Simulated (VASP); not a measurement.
# Al3BP4 (P1) in VASP: relaxation of cell and atoms with PBE

Aim: the relaxation of cell and atoms of Al3BP4 with PBE.

Program: VASP 6.6.1. These are calculated values, not measurements. Logs are shortened: lines on timing, memory, paths and dates and some standing lists are left out, and cuts for length are marked.

## 1. The cell of the first run

The typed cell holds 8 atoms: a = 5.335 Å, b = 5.232 Å, c = 6.395 Å, α = 115.06°, β = 115.46°, γ = 89.70°.

## 2. Relaxation of cell and atoms, PBE

Contents of INCAR:

```
SYSTEM = Al3BP4
  PREC = Accurate
  ENCUT = 600
  EDIFF = 1E-6
  ISMEAR = 0
  SIGMA = 0.1
  LREAL = .False.
  LASPH = .True.
  NELM = 60
  ALGO = Normal
  ISIF = 3
  LWAVE = .False.
  LCHARG = .False.
  GGA = PE
  IBRION = 2
  NSW = 80
  EDIFFG = -0.025
```

Contents of KPOINTS:

```
regular mesh
0
Gamma
  4 4 4
  0 0 0
```

Contents of POSCAR:

```
Al3BP4
1.0
    5.3348081328      0.0138869038     -0.0348504927
    0.0138869038      5.2321888968     -0.0399972066
   -2.7089499711     -2.6627504365      5.1449571529
Al B P
3 1 4
Direct
    0.2504012509      0.7372710371      0.4920334297
    0.5109037075      0.5007381467      0.0222381162
    0.7448100737      0.2669616627      0.4920326592
    0.0060811986     -0.0050394854      1.0028882472
    0.0980641663      0.0959878797      0.7687222752
    0.3336075939      0.8872567980      0.2361868430
    0.6577018688      0.6881642249      0.7673049826
    0.8984301403      0.3286597363      0.2185934468
```

Potentials or basis: VASP PAW PBE potentials, release 64 (Al, B, P).

Run with:

```
$ cat potpaw_PBE.64/Al/POTCAR potpaw_PBE.64/B/POTCAR potpaw_PBE.64/P/POTCAR > POTCAR
$ mpirun -np 1 vasp_std > vasp.out
```

OUTCAR:

```text
SYSTEM = Al3BP4
   PREC = Accurate
   ENCUT = 600
   EDIFF = 1E-6
   ISMEAR = 0
   LREAL = .False.
   LASPH = .True.
   NELM = 60
   ISIF = 3
   GGA = PE
   IBRION = 2
   NSW = 80
   EDIFFG = -0.025

 ion  position               nearest neighbor table
   1  0.250  0.737  0.492-   7 2.23   6 2.28   8 2.28   5 2.39
   2  0.511  0.501  0.022-   8 2.32   6 2.37   5 2.46   7 2.59
   3  0.745  0.267  0.492-   8 2.36   7 2.36   6 2.38   5 2.44
   4  0.006  0.995  0.003-   7 1.97   8 1.98   6 2.01   5 2.02
   5  0.098  0.096  0.769-   4 2.02   1 2.39   3 2.44   2 2.46
   6  0.334  0.887  0.236-   4 2.01   1 2.28   2 2.37   3 2.38
   7  0.658  0.688  0.767-   4 1.97   1 2.23   3 2.36   2 2.59
   8  0.898  0.329  0.219-   4 1.98   1 2.28   2 2.32   3 2.36

  LATTYP: Found a triclinic cell.
 ALAT       =     6.2727851724
 B/A-ratio  =     0.8504898370
 C/A-ratio  =     0.8341366805
 COS(alpha) =     0.0053068372
 COS(beta)  =     0.4067554973
 COS(gamma) =     0.4166066048

  Lattice vectors:

 A1 = (   2.6397450655,   2.5833253641,   5.0701094536)
 A2 = (   5.3348081328,   0.0138869038,  -0.0348504927)
 A3 = (   0.0138869038,   5.2321888968,  -0.0399972066)

Analysis of symmetry for initial positions (statically):
=====================================================================
 Subroutine PRICEL returns:
 Original cell was already a primitive cell.

 Routine SETGRP: Setting up the symmetry group for a
 triclinic supercell.

 Subroutine GETGRP returns: Found  1 space group operations
 (whereof  1 operations were pure point group operations)
 out of a pool of  2 trial point group operations.

The static configuration has the point symmetry C_1 .

Analysis of symmetry for dynamics (positions and initial velocities):
=====================================================================
 Subroutine PRICEL returns:
 Original cell was already a primitive cell.

 Routine SETGRP: Setting up the symmetry group for a
 triclinic supercell.

 Subroutine GETGRP returns: Found  1 space group operations
 (whereof  1 operations were pure point group operations)
 out of a pool of  2 trial point group operations.

The dynamic configuration has the point symmetry C_1 .

 Subroutine INISYM returns: Found  1 space group operations
 (whereof  1 operations are pure point group operations),
 and found     1 'primitive' translations

----------------------------------------------------------------------------------------

                                     Primitive cell

  volume of cell :     142.5494

  direct lattice vectors                    reciprocal lattice vectors
     5.334808133  0.013886904 -0.034850493     0.188095342  0.000258878  0.099170933
     0.013886904  5.232188897 -0.039997207     0.000149777  0.191883964  0.099387581
    -2.708949971 -2.662750437  5.144957153     0.001275269  0.001493471  0.195809479

  length of vectors
     5.334940039  5.232360201  6.395250889     0.212637717  0.216095741  0.195819327

  position of ions in fractional coordinates (direct lattice)
     0.250401251  0.737271037  0.492033430
     0.510903707  0.500738147  0.022238116
     0.744810074  0.266961663  0.492032659
     0.006081199  0.994960515  0.002888247
     0.098064166  0.095987880  0.768722275
     0.333607594  0.887256798  0.236186843
     0.657701869  0.688164225  0.767304983
     0.898430140  0.328659736  0.218593447

  ion indices of the primitive-cell ions
   primitive index   ion index
                 1           1
                 2           2
                 3           3
                 4           4
                 5           5
                 6           6
                 7           7
                 8           8

----------------------------------------------------------------------------------------

 KPOINTS: regular mesh

Automatic generation of k-mesh.
 Grid dimensions read from file:
 generate k-points for:    4    4    4

 Generating k-lattice:

  Cartesian coordinates                     Fractional coordinates (reciprocal lattice)
     0.047023836  0.000064719  0.024792733     0.250000000  0.000000000  0.000000000
     0.000037444  0.047970991  0.024846895     0.000000000  0.250000000  0.000000000
     0.000318817  0.000373368  0.048952370    -0.000000000  0.000000000  0.250000000

  Length of vectors
     0.053159429  0.054023935  0.048954832

  Shift w.r.t. Gamma in fractional coordinates (k-lattice)
     0.000000000  0.000000000  0.000000000

 Subroutine IBZKPT returns following result:
 ===========================================

 Found     36 irreducible k-points:

 Following reciprocal coordinates:
            Coordinates               Weight
  0.000000  0.000000  0.000000      1.000000
  0.250000  0.000000 -0.000000      2.000000
  0.500000  0.000000 -0.000000      1.000000
 -0.000000  0.250000 -0.000000      2.000000
  0.250000  0.250000 -0.000000      2.000000
  0.500000  0.250000 -0.000000      2.000000
[... 16 lines left out ...]
 -0.000000 -0.250000  0.250000      2.000000
  0.250000 -0.250000  0.250000      2.000000
 [... further k-points ...]
   k-points           NKPTS =     36   k-points in BZ     NKDIM =     36   number of bands    NBANDS=     21
   number of dos      NEDOS =    301   number of ions     NIONS =      8
   total plane-waves  NPLWV = 108864
   dimension x,y,z NGX =    48 NGY =   42 NGZ =   54
   dimension x,y,z NGXF=    96 NGYF=   84 NGZF=  108
   ions per type =               3   1   4
   NGX,Y,Z   is equivalent  to a cutoff of  14.96, 13.34, 14.04 a.u.
   NGXF,Y,Z  is equivalent  to a cutoff of  29.92, 26.69, 28.07 a.u.
 SYSTEM =  Al3BP4
   PREC   = accura    normal or accurate (medium, high low for compatibility)
   ISTART =      0    job   : 0-new  1-cont  2-samecut
   ICHARG =      2    charge: 1-file 2-atom 10-const
   ISPIN  =      1    spin polarized calculation?
   LNONCOLLINEAR =      F non collinear calculations
   LSORBIT =      F    spin-orbit coupling
   LASPH  =      T    aspherical Exc in radial PAW
   ENCUT  =  600.0 eV  44.10 Ry    6.64 a.u.  10.66 10.45 12.77*2*pi/ulx,y,z
   NELM   =     60;   NELMIN=  2; NELMDL= -5     # of ELM steps
   EDIFF  = 0.1E-05   stopping-criterion for ELM
   LREAL  =      F    real-space projection
   EDIFFG = -.3E-01   stopping-criterion for IOM
   NSW    =     80    number of steps for IOM
   IBRION =      2    ionic relax: 0-MD 1-quasi-New 2-CG
   NFREE  =      1    steps in history (QN), initial steepest desc. (CG)
   ISIF   =      3    stress and relaxation
   ISYM   =      2    0-nonsym 1-usesym 2-fastsym
   POTIM  = 0.5000    time-step for ionic-motion
   TEBEG  =    0.0;   TEEND  =   0.0 temperature during run
   PSTRESS=    0.0 pullay stress
   NELECT =      32.0000    total number of electrons
   NUPDOWN=      -1.0000    fix difference up-down
   EMIN   =  10.00;   EMAX   =-10.00  energy-range for DOS
   EFERMI =   0.00;   METHOD = LEGACY
   ISMEAR =     0;   SIGMA  =   0.10  broadening in eV -4-tet -1-fermi 0-gaus
   EFERMI_NEDOS =   21; number of points for ismear=-14 and -15
   IALGO  =     38    algorithm
   IMIX   =      4    mixing-type and parameters
     AMIX     =   0.40;   BMIX     =  1.00
     AMIX_MAG =   1.60;   BMIX_MAG =  1.00
  volume/ion in A,a.u.               =      17.82       120.25
  Fermi-wavevector in a.u.,A,eV,Ry     =   0.994954  1.880190 13.468862  0.989933
  Thomas-Fermi vector in A             =   2.126941
   LORBIT       =      0    0 simple, 1 ext, 2 COOP (PROOUT), +10 PAW based schemes
   GGA     = PE    functional components
   LHFCALC =     F    Hartree Fock is set to
   AEXX    =    0.0000 exact exchange contribution
   IVDW    =     0    specifies the selected vdW correction
   LEPSILON=     F    determine dielectric tensor
   LRPA    =     F    only Hartree local field effects (RPA)
 conjugate gradient relaxation of ions
 non-spin polarized calculation
 Gauss-broadening in eV      SIGMA  =   0.10
  energy-cutoff  :      600.00
  volume of cell :      142.55
 maximum number of plane-waves:      4781
 NGX is ok and might be reduce to    48
   NGX = 21   NGY = 21   NGZ = 25

--------------------------------------- Ionic step        1  -------------------------------------------

 number of electron      32.0000000 magnetization

 Free energy of the ion-electron system (eV)
  ---------------------------------------------------
  ext. energy  EPLUGINS =         0.00000000
  ---------------------------------------------------
  free energy    TOTEN  =       -42.69460658 eV

  energy without entropy =      -42.69460658  energy(sigma->0) =      -42.69460658

------------------------ aborting loop because EDIFF is reached ----------------------------------------

  FORCE on cell =-STRESS in cart. coord.  units (eV):
  Direction    XX          YY          ZZ          XY          YZ          ZX
  --------------------------------------------------------------------------------------
  -------------------------------------------------------------------------------------
  Total        1.6192667      2.6674106      3.6861996     -0.6363580      0.9157631      1.5841451
  in kB       18.1996677     29.9802293     41.4308571     -7.1523140     10.2926737     17.8049203
  external PRESSURE =      29.8702514 kB  Pullay stress =       0.0000000 kB
[... 107 lines left out ...]
  FREE ENERGIE OF THE ION-ELECTRON SYSTEM (eV)
  ---------------------------------------------------
  free  energy   TOTEN  =       -43.0503661633 eV

  energy  without entropy=      -43.0503661632  energy(sigma->0) =      -43.05036616

[... ionic steps 4 to 9 ...]

--------------------------------------- Ionic step       10  -------------------------------------------

 number of electron      31.9999999 magnetization

------------------------ aborting loop because EDIFF is reached ----------------------------------------
[... 79 lines left out ...]
--------------------------------------- Ionic step       12  -------------------------------------------

 number of electron      31.9999999 magnetization

 Free energy of the ion-electron system (eV)
  ---------------------------------------------------
  ext. energy  EPLUGINS =         0.00000000
  ---------------------------------------------------
  free energy    TOTEN  =       -43.14913253 eV

  energy without entropy =      -43.14913253  energy(sigma->0) =      -43.14913253

 E-fermi :   5.6632     XC(G=0):  -9.5191

 val. band max:        5.2153536873   @ k =   0.0000   0.0000   0.0000
 cond. band min:       6.3490090396   @ k =   0.0000   0.0000   0.0000
 fundamental gap:      1.1336553523
 Fermi energy:         5.6631739369

 k-point     1 :       0.0000    0.0000    0.0000
  band No.  band energies     occupation
      1      -7.3545      2.00000
      2      -4.3954      2.00000
      3      -4.2650      2.00000
      4      -4.2637      2.00000
      5      -2.0614      2.00000
      6      -0.0053      2.00000
[... 565 lines left out ...]
     20       8.4340      0.00000
     21       9.5079      0.00000

 [... further k-points ...]

------------------------ aborting loop because EDIFF is reached ----------------------------------------

  FORCE on cell =-STRESS in cart. coord.  units (eV):
  Direction    XX          YY          ZZ          XY          YZ          ZX
  --------------------------------------------------------------------------------------
  -------------------------------------------------------------------------------------
  Total        0.0050607     -0.0100534     -0.0467836      0.0057649      0.0204916      0.0177276
  in kB        0.0555165     -0.1102870     -0.5132214      0.0632418      0.2247953      0.1944741
  external PRESSURE =      -0.1893306 kB  Pullay stress =       0.0000000 kB
[... 23 lines left out ...]
  FREE ENERGIE OF THE ION-ELECTRON SYSTEM (eV)
  ---------------------------------------------------
  free  energy   TOTEN  =       -43.1491325310 eV

  energy  without entropy=      -43.1491325310  energy(sigma->0) =      -43.14913253

 reached required accuracy - stopping structural energy minimisation
```

Run time: 11 min. Hardware: 1 thread of Oxide Virtual Turin-like, shared host; peak memory 0.37 GiB.

What came out:

| Quantity | Value |
| --- | --- |
| Free energy | -43.1491 eV |
| Relaxed volume | 18.26 Å³/atom |
| Relaxed cell | a = 5.279 Å, b = 5.280 Å, c = 6.435 Å, α = 114.24°, β = 114.23°, γ = 90.01° |
| Space group after relaxing (to 0.1 Å) | I-42m (No. 121) |
| Energy gained by relaxing | 56.8 meV/atom |
| Ionic steps | 12 |
| Pressure after relaxing | 0.0 GPa |
| Largest force after relaxing | 0.024 eV/Å |
| Band gap on the k mesh | 1.13 eV |

Forces in eV/Å, atoms in the order of the input:
```
Al   0.003 -0.019 -0.002
Al  -0.012  0.021  0.004
Al   0.009 -0.002 -0.002
B    0.004  0.014 -0.001
P    0.002 -0.002  0.001
P   -0.001 -0.005  0.016
P    0.016 -0.004 -0.008
P   -0.020 -0.003 -0.008
```

Step by step:
```
step  energy change (eV)  largest force (eV/Å)  pressure (GPa)  volume (Å³)
   1              0.0000                1.9928            2.99       142.55
   2             -0.3557                0.5777           -2.14       149.49
   3             -0.3558                0.5738           -2.20       149.59
   4             -0.4322                0.2514            0.29       145.55
   5             -0.4323                0.2452            0.21       145.67
   6             -0.4444                0.1446            0.10       145.84
   7             -0.4483                0.1826            0.00       146.01
   8             -0.4523                0.1098           -0.05       146.10
   9             -0.4523                0.1112           -0.06       146.11
  10             -0.4540                0.0405            0.03       145.97
  11             -0.4541                0.0477            0.04       145.95
  12             -0.4545                0.0243           -0.02       146.05
```

Final structure:
```cif
data_structure
_symmetry_space_group_name_H-M 'P 1'
_symmetry_Int_Tables_number 1
_cell_length_a 5.2794
_cell_length_b 5.2802
_cell_length_c 6.4346
_cell_angle_alpha 114.237
_cell_angle_beta 114.235
_cell_angle_gamma 90.006
_cell_volume 146.05
loop_
_atom_site_label
_atom_site_type_symbol
_atom_site_fract_x
_atom_site_fract_y
_atom_site_fract_z
_atom_site_occupancy
Al1 Al 0.25002 0.75126 0.50002 1
Al2 Al 0.50052 0.49874 0.00002 1
Al3 Al 0.74955 0.25067 0.50002 1
B1 B 0.99996 0.99940 0.99996 1
P1 P 0.10388 0.10471 0.77191 1
P2 P 0.33292 0.89485 0.22728 1
P3 P 0.66659 0.66766 0.77225 1
P4 P 0.89656 0.33271 0.22853 1
```

Levels at points of the mesh, in eV from the valence-band top:
| k point | band 12 | band 13 | band 14 | band 15 | band 16 | band 17 | band 18 | band 19 | band 20 | band 21 |
| --- | --- | --- | --- | --- | --- | --- | --- | --- | --- | --- |
| (0.00, 0.00, 0.00) | -2.29 | -2.29 | -0.13 | 0.00 | 0.00 | 1.13 | 1.86 | 3.58 | 3.61 | 3.61 |
| (0.50, 0.00, 0.00) | -2.13 | -1.95 | -1.85 | -1.23 | -0.99 | 3.02 | 3.30 | 3.83 | 3.87 | 3.98 |
| (0.00, 0.50, 0.00) | -2.13 | -1.96 | -1.85 | -1.23 | -0.99 | 3.02 | 3.31 | 3.83 | 3.87 | 3.99 |
| (0.50, 0.50, 0.00) | -1.30 | -1.22 | -0.88 | -0.74 | -0.58 | 1.87 | 3.06 | 3.12 | 3.89 | 3.98 |
| (0.00, 0.00, 0.50) | -2.20 | -1.68 | -1.68 | -1.21 | -1.21 | 1.53 | 1.53 | 1.88 | 2.25 | 2.49 |
| (0.50, 0.00, 0.50) | -2.13 | -1.96 | -1.85 | -1.23 | -0.99 | 3.01 | 3.31 | 3.83 | 3.87 | 3.99 |
| (0.00, 0.50, 0.50) | -2.13 | -1.95 | -1.85 | -1.23 | -0.99 | 3.02 | 3.30 | 3.83 | 3.86 | 3.99 |
| (0.50, 0.50, 0.50) | -1.30 | -1.22 | -0.88 | -0.74 | -0.58 | 1.88 | 3.06 | 3.12 | 3.88 | 3.98 |
